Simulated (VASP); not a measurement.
## Cr: single point with PBEsol

Crystal: Cr.

```
CELL_PARAMETERS angstrom
4.48863 0.00000 0.00000
0.00000 4.48863 0.00000
0.00000 0.00000 4.48863
ATOMIC_POSITIONS crystal
Cr 0.00000 0.00000 0.00000
Cr 0.50000 0.50000 0.50000
Cr 0.25000 0.00000 0.50000
Cr 0.75000 0.00000 0.50000
Cr 0.50000 0.25000 0.00000
Cr 0.50000 0.75000 0.00000
Cr 0.00000 0.50000 0.25000
Cr 0.00000 0.50000 0.75000
```

```
Program             : VASP 6.6.1
Task                : single point
Functional          : PBEsol
Potentials or basis : VASP PAW PBE potentials, release 64 (Cr_pv)
Cutoff              : 520 eV
k mesh              : 6 × 6 × 6
Occupations         : fermi-dirac, width 0.05 eV
Spin                : collinear spin, ferromagnetic start
Starting moments    : [1.5, 1.5, 1.5, 1.5, 1.5, 1.5, 1.5, 1.5] μB
```

```json
{"Pressure": "-0.5 GPa", "Band gap on the k mesh": "zero (filled and empty bands overlap)", "Net moment": "0.00 μB per cell", "Valence electrons inside the program's atomic spheres": "Cr 11.15, 11.12"}
```

Levels at points of the mesh, in eV from the Fermi level:
Spin up:
```csv
k point,band 46,band 47,band 48,band 49,band 50,band 51
"(0.00, 0.00, 0.00)",-1.12,-0.36,-0.36,-0.36,0.82,0.82
"(0.50, 0.00, 0.00)",-0.83,-0.71,-0.71,0.31,0.31,0.38
"(0.50, 0.50, 0.00)",-0.62,-0.62,0.06,0.06,0.07,0.24
"(0.50, 0.50, 0.50)",-0.99,-0.99,-0.99,0.72,0.72,0.72
```
Spin down:
```
           k point  band 44  band 45  band 46  band 47  band 48  band 49  band 50  band 51  band 52  band 53
(0.00, 0.00, 0.00)    -1.38    -1.12    -1.12    -0.36    -0.36    -0.36     0.82     0.82     0.82     0.89
(0.50, 0.00, 0.00)    -0.95    -0.83    -0.83    -0.71    -0.71     0.31     0.31     0.38     0.38     0.60
(0.50, 0.50, 0.00)    -1.24    -0.88    -0.62    -0.62     0.06     0.06     0.07     0.24     0.66     0.96
(0.50, 0.50, 0.50)    -0.99    -0.99    -0.99    -0.99    -0.99     0.72     0.72     0.72     0.72     0.72
```

It used 1100 s of CPU time on 1 thread of AMD EPYC 7R13 Processor (Zen 3) (shared host).

Caveat: the starting moments collapsed, and a magnetic state may lie lower; the PAW data sets were made with another functional, which shifts forces and pressure a little.
